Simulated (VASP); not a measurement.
Here is a VASP 6.6.1 calculation.

File INCAR:

```
SYSTEM = HgTe
ALGO = Normal ; EDIFF = 1E-7
ENCUT = 520 ; GGA = PS
ISIF = 2 ; ISMEAR = -1
LASPH = .True. ; LCHARG = .True.
LELF = .True. ; LREAL = .False.
LVHAR = .True. ; LWAVE = .False.
NBANDS = 16 ; NELM = 60
PREC = Accurate ; SIGMA = 0.1
```

KPOINTS

```
k-points
0
Gamma
  8 8 8
  0 0 0
```

The input POSCAR:

```
HgTe
1.0
   -3.0456030000      3.0456030000      1.5594100000
    3.0456030000     -3.0456030000      1.5594100000
    3.0456030000      3.0456030000     -1.5594100000
Hg Te
1 1
Direct
    0.2500000000      0.7500000000      0.5000000000
    0.0000000000      0.0000000000      0.0000000000
```

Potentials or basis: VASP PAW PBE potentials, release 64 (Hg, Te).

Command:

```bash
$ cat potpaw_PBE.64/Hg/POTCAR potpaw_PBE.64/Te/POTCAR > POTCAR
$ mpirun -np 1 vasp_std > vasp.out
```

Q: Estimate the pressure.

A: -3.6 GPa.

Q: Predict the band gap on the k mesh.

A: Zero (band 9 reaches 5.74 eV, above the bottom of band 10 at 2.76 eV).

Stress tensor (GPa, compression positive):
```
-3.87  0.00  0.00
 0.00 -3.87  0.00
 0.00  0.00 -2.95
```

Caveat: the PAW data sets were made with another functional, which shifts forces and pressure a little; spin-orbit coupling is left out, which moves the levels of the heavy elements.
